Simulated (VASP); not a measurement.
# H14CO7 in VASP: further runs, part 2 of 2

VASP 6.6.1. The steps go on from the part before.

## (4) Single point, PBE+D3(BJ)

File INCAR:

```
  PREC = Accurate
  ENCUT = 520
  EDIFF = 1E-6
  ISMEAR = -1
  SIGMA = 0.05
  LREAL = Auto
  LASPH = True
  NELM = 60
  ALGO = Normal
  ISIF = 2
  LWAVE = False
  LCHARG = False
  GGA = PE
  IVDW = 12
  NBANDS = 47
```

File KPOINTS:

```
Automatic mesh
0
Gamma
  1 1 1
```

File POSCAR:

```
H14CO7
1.0
    5.7770000000      0.0000000000      0.0000000000
    0.0000000000      5.7770000000      0.0000000000
    0.0000000000      0.0000000000      5.7770000000
O H C
7 14 1
Direct
    0.1179851134      0.7589752467      0.5470140211
    0.2835727886      0.8027176735      0.0783970919
    1.0638912931      0.3421325948      0.2837978189
    0.8299809590      0.3405746927      0.8919681496
    0.3967457158      0.2849229704      0.7058161676
    0.6377185390      0.7066643587      0.7824130171
    0.7104725636      0.0527609486      0.4008828111
    0.2458023195      0.8379089493      0.4755928683
    0.1234377705      0.8120823957      0.7091570019
    0.4229703999      0.7826899775     -0.0335987537
    0.2275748658      0.6546477410      0.0890600658
    1.0470659512      0.4714730829      0.3921239398
    0.9415613640      0.2406785529      0.3679591483
    0.9541803704      0.3631988922      1.0118227454
    0.8827245975      0.2124978362      0.7941665224
    0.5070105591      0.2306560499      0.8232127402
    0.4081530206      0.4525878484      0.7115804051
    0.7332698633      0.7682534187      0.6464774104
    0.7168253419      0.5591310369      0.8184697940
    0.4156828804      0.1593906872      0.2665397265
    0.6321793318      0.3896832266      0.3557555825
    0.5703133114      0.2142288385      0.3705210317
```

Run with:

```
cat potpaw_PBE.64/O/POTCAR potpaw_PBE.64/H/POTCAR potpaw_PBE.64/C/POTCAR > POTCAR
mpirun -np 1 vasp_gam > vasp.out
```

Run time: 24 s. Hardware: 1 thread of Intel Xeon Platinum 8259CL at 2.50GHz (Skylake/Cascade Lake), shared host; peak memory 0.32 GiB.

It converged, with:

* Free energy: -109.7045 eV
* Pressure: 0.9 GPa
* Largest force: 4.280 eV/Å
* Dispersion energy per atom: -0.043 eV

Forces in eV/Å, atoms in the order of the input:
```
O   -0.588 -0.187  1.170
O    2.620  2.918 -1.715
O   -1.394 -0.306  1.183
O    0.882 -0.869  0.086
O   -0.529 -0.825 -0.111
O    0.539  1.393 -1.767
O    0.680  0.553  0.958
H    0.411  0.289 -0.622
H    0.022 -0.273 -0.344
H   -1.049  0.328  1.097
H   -1.331 -3.231  0.500
H    0.789  0.875 -0.147
H    1.171 -0.400 -1.299
H   -0.472 -0.306  0.288
H    0.006  0.256  0.100
H   -0.039  0.103 -0.116
H    0.093  0.620 -0.088
H   -1.288 -0.231  1.185
H    0.386 -0.293  0.294
H   -0.172  0.694  0.889
H   -0.051  1.192  0.413
C   -0.687 -2.299 -1.953
```

Stress tensor (GPa, compression positive):
```
 1.95 -0.44  2.41
-0.44  3.83 -1.08
 2.41 -1.08 -3.05
```

Levels at points of the mesh, in eV from the Fermi level:
| k point | band 28 | band 29 | band 30 | band 31 | band 32 | band 33 |
| --- | --- | --- | --- | --- | --- | --- |
| (0.00, 0.00, 0.00) | -2.30 | -2.11 | -1.24 | 2.89 | 3.10 | 6.28 |

Caveat: the k points lie up to 1.09 Å⁻¹ apart.

## (5) Single point, PBE+D3(BJ)

File INCAR:

```
PREC     = Accurate       # precision mode
ENCUT    = 520            # plane-wave cutoff, eV
EDIFF    = 1E-6           # SCF threshold, eV
ISMEAR   = -1             # smearing method
SIGMA    = 0.05           # smearing width, eV
LREAL    = Auto         
LASPH    = True           # aspherical terms in the spheres
NELM     = 100            # most SCF steps
ALGO     = Normal         # electronic algorithm
ISIF     = 2              # what is computed and relaxed
LWAVE    = False          # write WAVECAR
LCHARG   = False          # write CHGCAR
GGA      = PE             # functional
IVDW     = 12             # dispersion correction
NBANDS   = 47             # bands
```

KPOINTS is that of step 4.

File POSCAR:

```
H14CO7
1.0
    5.7770000000      0.0000000000      0.0000000000
    0.0000000000      5.7770000000      0.0000000000
    0.0000000000      0.0000000000      5.7770000000
O H C
7 14 1
Direct
    0.0828111477      0.8043621257      0.5680630085
    0.2530898390      0.8048641163      0.0962437251
    1.0853903410      0.4186948243      0.3438116670
    0.8887138653      0.2879522243      0.8900467371
    0.4011597715      0.2732213952      0.7773584906
    0.6725116843      0.7361779470      0.8382897698
    0.7439155271      0.0699151809      0.4138307080
    0.0968668859      0.9624199411      0.5088454215
    0.2102302233      0.7785875022      0.6770122901
    0.4084472910      0.7953089839      0.0339968842
    0.2368703479      0.6478795222      0.1427038255
    1.0492989441      0.5739484161      0.4127921066
    0.9820321966      0.3074086896      0.4155790203
    0.9451618487      0.3190064047      1.0453003289
    1.0402458023      0.2662108361      0.8304137095
    0.5245283019      0.1703652415      0.8073221395
    0.4626969015      0.4141769084      0.7053141769
    0.7696209105      0.8352085858      0.7523108880
    0.7761814090      0.6133633374      0.8965033755
    0.4077895101      0.0574865847      0.2922104899
    0.5621083607      0.3394495413      0.2893543362
    0.5783105418      0.1550804916      0.3216375281
```

Potentials or basis: VASP PAW PBE potentials, release 64 (O, H, C).

Run with:

```
cat potpaw_PBE.64/O/POTCAR potpaw_PBE.64/H/POTCAR potpaw_PBE.64/C/POTCAR > POTCAR
mpirun -np 1 vasp_gam > vasp.out
```

OUTCAR:

```text
PREC = Accurate
   ENCUT = 520
   EDIFF = 1E-6
   ISMEAR = -1
   LREAL = Auto
   LASPH = True
   NELM = 100
   ISIF = 2
   GGA = PE
   IVDW = 12
 IVDW          = 12

 ion  position               nearest neighbor table
   1  0.083  0.804  0.568-   8 0.98   9 0.98
   2  0.253  0.805  0.096-  11 0.95  10 0.97
   3  0.085  0.419  0.344-  13 0.97  12 1.00
[... 281 lines left out ...]
  -------------------------------------------------------------------------------------
  Total       4.45080     3.50068     3.47853    -0.64176    -1.64684    -1.57386
  in kB      36.98635    29.09085    28.90679    -5.33309   -13.68534   -13.07885
  external pressure =       31.66 kB  Pullay stress =        0.00 kB

 VOLUME and BASIS-vectors are now :
 -----------------------------------------------------------------------------
  energy-cutoff  :      520.00
  volume of cell :      192.80
      direct lattice vectors                 reciprocal lattice vectors
     5.777000000  0.000000000  0.000000000     0.173100225  0.000000000  0.000000000
     0.000000000  5.777000000  0.000000000     0.000000000  0.173100225  0.000000000
     0.000000000  0.000000000  5.777000000     0.000000000  0.000000000  0.173100225

 POSITION                                       TOTAL-FORCE (eV/Angst)
 -----------------------------------------------------------------------------------
      0.47840      4.64680      3.28170         0.115758      0.321998      0.554758
      1.46210      4.64970      0.55600         0.141745      0.751834     -0.600528
      0.49330      2.41880      1.98620         0.101690      0.402429     -0.600659
      5.13410      1.66350      5.14180        -0.507145      0.361888      0.764862
      2.31750      1.57840      4.49080        -1.750416      1.017557     -0.635389
      3.88510      4.25290      4.84280        -1.363488     -1.271758      1.224031
[... 14 lines left out ...]
      3.24730      1.96100      1.67160         0.342531      1.033456     -0.476798
      3.34090      0.89590      1.85810        -3.139102      0.058663      0.214284
 -----------------------------------------------------------------------------------
    total drift:                               -0.006322     -0.000374      0.001910

  FREE ENERGIE OF THE ION-ELECTRON SYSTEM (eV)
  ---------------------------------------------------
  free  energy   TOTEN  =      -109.8458634506 eV

  energy  without entropy=     -109.8458634506  energy(sigma->0) =     -109.84586345
```

stdout:

```text
POSCAR found type information on POSCAR O H C
 POSCAR found :  3 types and      22 ions
 scaLAPACK will be used
 LDA part: xc-table for (Slater+PW92), standard interpolation
 POSCAR, INCAR and KPOINTS ok, starting setup
 FFT: planning ... GRIDC
 FFT: planning ... GRID_SOFT
 FFT: planning ... GRID
 WAVECAR not read
 entering main loop
```

It took 26 s on 1 thread of Intel Xeon Platinum 8259CL at 2.50GHz (Skylake/Cascade Lake), shared host; peak memory 0.31 GiB.

What came out:

- Free energy: -109.8459 eV
- Pressure: 3.2 GPa
- Largest force: 3.147 eV/Å
- Dispersion energy per atom: -0.043 eV

Forces in eV/Å, atoms in the order of the input:
```
O    0.116  0.322  0.555
O    0.142  0.752 -0.601
O    0.102  0.402 -0.601
O   -0.507  0.362  0.765
O   -1.750  1.018 -0.635
O   -1.363 -1.272  1.224
O    1.715 -0.940  0.396
H    0.057 -0.506  0.094
H   -0.171  0.299 -0.004
H    0.817  0.356 -0.587
H   -0.701 -1.388  0.586
H    0.201 -0.297  0.106
H   -0.389 -0.271  0.098
H   -0.370  0.168  1.039
H    1.291 -0.424 -1.277
H    1.333 -0.559  0.179
H    0.229 -0.400  0.419
H    1.210  0.946 -1.040
H   -0.223  0.117 -0.355
H    1.060  0.221 -0.100
H    0.343  1.033 -0.477
C   -3.139  0.059  0.214
```

Levels at points of the mesh, in eV from the Fermi level:
| k point | band 28 | band 29 | band 30 | band 31 | band 32 | band 33 |
| --- | --- | --- | --- | --- | --- | --- |
| (0.00, 0.00, 0.00) | -2.07 | -1.89 | -1.30 | 2.40 | 3.29 | 6.50 |

Caveat: the k points lie up to 1.09 Å⁻¹ apart.

## (6) The runs side by side

| cell | pressure (GPa) | largest force (eV/Å) |
| --- | --- | --- |
| as given, atomic positions A | 0.6 | 0.61 |
| as given, atomic positions B | 0.2 | 2.21 |
| as given, atomic positions C | 0.9 | 4.28 |
| as given, atomic positions D | 3.2 | 3.15 |

Alike in all rows: task single point; level PBE+D3(BJ); potentials or basis VASP PAW PBE potentials, release 64 (O, H, C); no spin polarisation; k mesh 1 × 1 × 1; cutoff (eV) 520; smearing fermi-dirac 0.05 eV.

Caveats: all runs use coarse meshes.

Absolute energies hang on the potentials; compare differences alone.
